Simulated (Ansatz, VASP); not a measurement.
# Two plane-wave programs on CaS

```xyz
2
Lattice="0.0000 2.7818 2.7818 2.7818 0.0000 2.7818 2.7818 2.7818 0.0000" Properties=species:S:1:pos:R:3 pbc="T T T"
Ca    0.0000    0.0000    0.0000
S     2.7818    2.7818    2.7818
```

Alike in both runs: task single point; functional LDA; k mesh 8 × 8 × 8; occupations gaussian, width 0.02 eV; no spin polarisation.

```csv
,VASP,Ansatz
version,VASP 6.6.1,Ansatz 0.2.0
potentials or method,"VASP PAW LDA potentials, release 64 (Ca_sv, S), cutoff 500 eV","scalar-relativistic, plane waves, PAW"
valence electrons in the cell,16,16
```

Ansatz gave:

| Item | Value |
| --- | --- |
| gap on the k mesh at the Fermi level (eV) | 1.97 |
| least direct gap on the mesh (eV) | 2.84 |
| pressure (GPa) | 0.0 |

Task: Which values does VASP return?

Result: gap on the k mesh at the Fermi level (eV): 1.96; least direct gap on the mesh (eV): 2.83; pressure (GPa): 0.3.

Ansatz warns that its potentials were made for another functional, while VASP's fit it. LDA's correlation is that of Perdew and Zunger in VASP and of Perdew and Wang (1992) in Ansatz.
